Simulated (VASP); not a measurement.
Write the native input for VASP 6.6.1 that does the following.

```
Task                   : relaxation of cell and atoms
Functional             : PBEsol
Potentials or basis    : VASP PAW PBE potentials, release 64 (K_sv, F)
Cutoff                 : 600 eV
k mesh                 : 10 × 10 × 10
Occupations            : gaussian, width 0.03 eV
Spin                   : no spin polarisation
Further INCAR settings : ALGO = Normal; EDIFF = 1e-07; IBRION = 2; EDIFFG = -0.005; NSW = 90; ISIF = 3
```

The structure of KF lies in POSCAR:

```
KF                                      
1.0
    0.0000000000      2.6558979359      2.6558979359
    2.6558979359     -0.0000000000      2.6558979359
    2.6558979359      2.6558979359      0.0000000000
  K               F             
     1     1
Direct
     0.0000000000000000    0.0000000000000000    0.0000000000000000
     0.5000000000000000    0.5000000000000000    0.5000000000000000
```

One way to write it, as run:

INCAR

```
PREC = Accurate
ENCUT = 600
EDIFF = 1E-7
ISMEAR = 0
SIGMA = 0.03
LREAL = F
LASPH = T
NELM = 80
ALGO = Normal
ISIF = 3
LWAVE = F
LCHARG = F
GGA = PS
IBRION = 2
NSW = 90
EDIFFG = -0.005
```

KPOINTS

```
regular mesh
0
Gamma
  10 10 10
```

Potentials or basis: VASP PAW PBE potentials, release 64 (K_sv, F).

Command:

```console
$ cat potpaw_PBE.64/K_sv/POTCAR potpaw_PBE.64/F/POTCAR > POTCAR
$ mpirun -np 1 vasp_std > vasp.out
```

It gave:

The relaxed volume is 18.71 Å³/atom and the relaxed cell is a = 3.755 Å, b = 3.755 Å, c = 3.755 Å, α = 60.00°, β = 60.00°, γ = 60.00°. The space group after relaxing (to 0.1 Å) is Fm-3m (No. 225), the energy gained by relaxing is 0.0 meV/atom and the ionic steps are 2. The pressure after relaxing is 0.0 GPa and the band gap on the k mesh is 6.13 eV.

Caveat: the PAW data sets were made with another functional, which shifts forces and pressure a little.

Wall time 75 s on 1 thread of AMD EPYC 7R43 64-Core Processor (Zen 3), with other jobs on the host, peak memory 0.16 GiB.
